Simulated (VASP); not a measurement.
Tl2SnS4: single point with PBEsol

The system is Tl2SnS4.

```xyz
7
Lattice="6.9419 -1.9511 0.0119 6.9421 1.9518 0.0121 -2.9492 0.0001 6.1732" Properties=species:S:1:pos:R:3 pbc="T T T"
Tl    3.0220   -0.0987    1.8716
Tl    7.8772   -0.0986    4.3077
Sn   -0.0177   -0.0987   -0.0092
S     0.2649   -0.0988    2.6015
S    10.6351   -0.0983    3.5772
S     5.0983   -0.0981    0.0749
S     5.8013   -0.0982    6.1044
```

```
Program             : VASP 6.6.1
Task                : single point
Functional          : PBEsol
Potentials or basis : VASP PAW PBE potentials, release 64 (Tl_d, Sn_d, S)
Cutoff              : 520 eV
k mesh              : 6 × 6 × 4
Occupations         : fermi-dirac, width 0.05 eV
Spin                : no spin polarisation
```

* Pressure: 0.0 GPa
* Largest force: 0.014 eV/Å
* Band gap on the k mesh: zero (bands 32 and 33 overlap by 0.90 eV)

Forces on the atoms (eV/Å):
```
Tl  -0.004  0.000  0.013
Tl   0.005  0.000 -0.013
Sn   0.000  0.000 -0.001
S   -0.009  0.000 -0.006
S    0.009  0.000  0.006
S    0.006 -0.001  0.003
S   -0.007  0.000 -0.003
```

Levels at points of the mesh, in eV from the Fermi level:
```
           k point  band 29  band 30  band 31  band 32  band 33  band 34  band 35  band 36
(0.00, 0.00, 0.00)    -1.42    -1.32    -1.28    -1.05    -0.53     1.55     2.23     4.46
(0.50, 0.00, 0.00)    -2.28    -1.58    -1.52    -0.24     0.27     1.50     2.90     3.93
(0.00, 0.50, 0.00)    -2.28    -1.58    -1.52    -0.24     0.27     1.50     2.90     3.93
(0.50, 0.50, 0.00)    -1.29    -1.22    -1.07    -0.09     0.46     0.98     2.04     3.17
(0.00, 0.00, 0.50)    -1.41    -1.26    -0.84    -0.03     0.80     1.14     2.52     4.07
(0.50, 0.00, 0.50)    -2.18    -1.82    -1.24    -0.65    -0.29     0.63     2.39     3.91
(0.00, 0.50, 0.50)    -2.18    -1.82    -1.24    -0.65    -0.29     0.63     2.39     3.91
(0.50, 0.50, 0.50)    -2.02    -1.51    -1.34    -0.29     0.15     1.43     2.53     4.02
```

It took 17 min on 1 thread of Intel(R) Xeon(R) Platinum 8259CL CPU @ 2.50GHz (Skylake/Cascade Lake) (shared host), peak memory 0.71 GiB.

Caveat: the PAW data sets were made with another functional, which shifts forces and pressure a little; spin-orbit coupling is left out, which moves the levels of the heavy elements.
